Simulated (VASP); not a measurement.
A run of VASP 6.6.1 is set up as follows.

POSCAR

```
Cu
1.0
    2.5561910000      0.0000000000      0.0000000000
    0.0000000000      2.5561910000      0.0000000000
    0.0000000000      0.0000000000     32.0750000000
Cu
11
Direct
    1.0000000000      0.0000000000      0.2264910000
    0.5000000000      0.5000000000      0.2795870000
    0.0000000000      1.0000000000      0.3349230000
    0.5000000000      0.5000000000      0.3900110000
    1.0000000000      1.0000000000      0.4450600000
    0.5000000000      0.5000000000      0.5000000000
    0.0000000000      1.0000000000      0.5549400000
    0.5000000000      0.5000000000      0.6099890000
    0.0000000000      1.0000000000      0.6650770000
    0.5000000000      0.5000000000      0.7204130000
    1.0000000000      1.0000000000      0.7735090000
```

The input INCAR.step1:

```
  PREC = Accurate
  ENCUT = 520
  ISMEAR = 0
  SIGMA = 0.1
  LREAL = F
  LASPH = T
  NELM = 80
  LDIPOL = T
  IDIPOL = 3
  DIPOL = 0.5 0.5 0.500
  NBANDS = 72
  GGA = PE
  ALGO = Normal
  EDIFF = 1E-4
  LWAVE = T
  LCHARG = F
  KPAR = 4
```

Contents of INCAR.step2:

```
  PREC = Accurate
  ENCUT = 520
  EDIFF = 1E-6
  ISMEAR = 0
  SIGMA = 0.1
  LREAL = F
  LASPH = T
  NELM = 80
  ALGO = Normal
  ISIF = 2
  LWAVE = F
  LCHARG = T
  LDIPOL = T
  IDIPOL = 3
  DIPOL = 0.5 0.5 0.500
  METAGGA = R2SCAN
  LMIXTAU = T
  LVHAR = T
  LVACPOTAV = T
  NBANDS = 72
  ISTART = 1
  KPAR = 4
```

Contents of KPOINTS:

```
regular mesh
0
Gamma
  15 15 1
```

Potentials or basis: VASP PAW PBE potentials, release 64 (Cu).

Launch:

```sh
$ cat potpaw_PBE.64/Cu/POTCAR > POTCAR
$ cp INCAR.step1 INCAR
$ mpirun -np 4 vasp_std > vasp.out
$ cp INCAR.step2 INCAR
$ mpirun -np 4 vasp_std > vasp.out
```

Problem. What does it give for the largest force?

Solution. 0.021 eV/Å.

Problem. Predict the band gap on the k mesh.

Solution. Zero (an odd number of electrons rules out a gap without spin polarisation).

Forces in eV/Å, atoms in the order of the input:
```
Cu   0.000  0.000 -0.021
Cu   0.000  0.000 -0.006
Cu   0.000  0.000  0.015
Cu   0.000  0.000 -0.011
Cu   0.000  0.000  0.005
Cu   0.000  0.000  0.000
Cu   0.000  0.000 -0.005
Cu   0.000  0.000  0.011
Cu   0.000  0.000 -0.015
Cu   0.000  0.000  0.006
Cu   0.000  0.000  0.021
```

Caveat: the PAW data sets were made with another functional, which shifts forces and pressure a little.
